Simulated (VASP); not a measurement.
Runs of VASP 6.6.1 on Ga. The structure is that of space group Cmcm (No. 63), or close to it. The cells are those of the table. 

```tsv
task	level	potentials or basis	cell	cutoff (eV)	smearing	gap on the mesh (eV)	pressure (GPa)	largest force (eV/Å)
single point	PBE	VASP PAW PBE potentials, release 64 (Ga_d)	a = 4.257, b = 4.257, c = 3.332 Å, angles 90.7, 90.7, 142.1°, 2 atoms	520	gaussian 0.021 eV	none	1.6	0.22
relaxation of cell and atoms	PBEsol	VASP PAW PBE potentials, release 64 (Ga_d)	relaxed to 30 GPa from a = 4.257, b = 4.257, c = 3.332 Å, angles 90.7, 90.7, 142.1°, 2 atoms	600	fermi-dirac 0.05 eV	none	30.1	-
single point	PBE	VASP PAW PBE potentials, release 64 (Ga_d)	a = 4.257, b = 4.257, c = 3.332 Å, angles 90.7, 90.7, 142.1°, 2 atoms	520	gaussian 0.02 eV	none	1.5	0.22
single point	PBE	VASP PAW PBE potentials, release 64 (Ga_d)	a = 4.257, b = 4.257, c = 3.332 Å, angles 90.7, 90.7, 142.1°, 2 atoms	520	gaussian 0.022 eV	none	1.6	0.22
single point	LDA	VASP PAW LDA potentials, release 64 (Ga_d)	a = 4.200, b = 4.200, c = 3.287 Å, angles 90.7, 90.7, 142.1°, 2 atoms	520	fermi-dirac 0.05 eV	none	(a)	0.20
```

Alike in all rows: no spin polarisation; k mesh 10 × 10 × 8.

Fill in the values left out.

(a) -1.8.

Caveats: the cell is relaxed towards a set pressure, so the run minimises the enthalpy, not the energy (at least some runs); the PAW data sets were made with another functional, which shifts forces and pressure a little (at least some runs).

A k mesh can miss the band edges, and the runs leave out spin-orbit coupling on Ga.

A gap of «none» marks levels without a gap at the run's occupations.
